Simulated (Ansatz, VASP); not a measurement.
One calculation of ZrB2, two programs

```
CELL_PARAMETERS angstrom
6.33400 0.00000 0.00000
-3.16700 5.48540 0.00000
0.00000 0.00000 7.06200
ATOMIC_POSITIONS crystal
Zr 0.00000 0.00000 0.00000
Zr 0.00000 0.00000 0.50000
Zr 0.00000 0.50000 0.00000
Zr 0.00000 0.50000 0.50000
Zr 0.50000 0.00000 0.00000
Zr 0.50000 0.00000 0.50000
Zr 0.50000 0.50000 0.00000
Zr 0.50000 0.50000 0.50000
B 0.16667 0.33333 0.25000
B 0.16667 0.33333 0.75000
B 0.16667 0.83333 0.25000
B 0.16667 0.83333 0.75000
B 0.66667 0.33333 0.25000
B 0.66667 0.33333 0.75000
B 0.66667 0.83333 0.25000
B 0.66667 0.83333 0.75000
B 0.33333 0.16667 0.25000
B 0.33333 0.16667 0.75000
B 0.33333 0.66667 0.25000
B 0.33333 0.66667 0.75000
B 0.83333 0.16667 0.25000
B 0.83333 0.16667 0.75000
B 0.83333 0.66667 0.25000
B 0.83333 0.66667 0.75000
```

Alike in both runs: task single point; functional PBE; k mesh 9 × 9 × 6; occupations gaussian, width 0.1 eV; no spin polarisation.

```csv
,VASP,Ansatz
version,VASP 6.6.1,Ansatz 0.2.0
potentials or method,"VASP PAW PBE potentials, release 64 (Zr_sv, B)","scalar-relativistic, plane waves, PAW"
plane-wave cutoff (eV),520,420
valence electrons in the cell,144,144
```

VASP gave:

- gap on the k mesh at the Fermi level (eV): none
- pressure (GPa): 1.5
- traceless stress, the component that is largest in VASP (GPa): 0.35

Which values does Ansatz return?

gap on the k mesh at the Fermi level (eV): none; pressure (GPa): 1.4; traceless stress, the component that is largest in VASP (GPa): 0.33.

A gap of «none» marks a metal or a gap that the smearing closes. With one functional, cell and mesh, what is left measures potentials, basis and numerics.
